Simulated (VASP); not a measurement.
AlN, 4 atoms in the cell. It takes space group P6_3/mmc (No. 194, hexagonal). Conventional cell: a = 3.262 Å, b = 3.262 Å, c = 4.125 Å, α = 90.00°, β = 90.00°, γ = 120.00°. Al (site symmetry -6m2) has 5 N at 1.88 to 2.06 Å within 2.5 Å. Within 2.5 Å of N (site symmetry -6m2) lie 5 Al at 1.88 to 2.06 Å.  This cell differs from its parent crystal: strain -0.015 along x and y, -0.015 along z.

```yaml
Program: VASP 6.6.1
Task: single point
Functional: LDA
Potentials_or_basis: VASP PAW LDA potentials, release 64 (Al, N)
Cutoff: 600 eV
k_mesh: 9 × 9 × 6
Occupations: gaussian, width 0.05 eV
Spin: no spin polarisation
Dipole_correction: no
Further_INCAR_settings: ALGO = Normal; EDIFF = 1e-06; NBANDS = 16
```

Potentials or basis: VASP PAW LDA potentials, release 64 (Al, N).

Run with:

```bash
$ cat potpaw_LDA.64/Al/POTCAR potpaw_LDA.64/N/POTCAR > POTCAR
$ mpirun -np 1 vasp_std > vasp.out
```

Hardware: 1 thread of AMD EPYC 7R13 Processor (Zen 3), with other jobs on the host.

Task: Estimate the wall time of this run.

Result: It took 37 s on 1 thread of AMD EPYC 7R13 Processor (Zen 3), on a shared host, peak memory 0.13 GiB. Counts: scf iterations 12, k points 48.
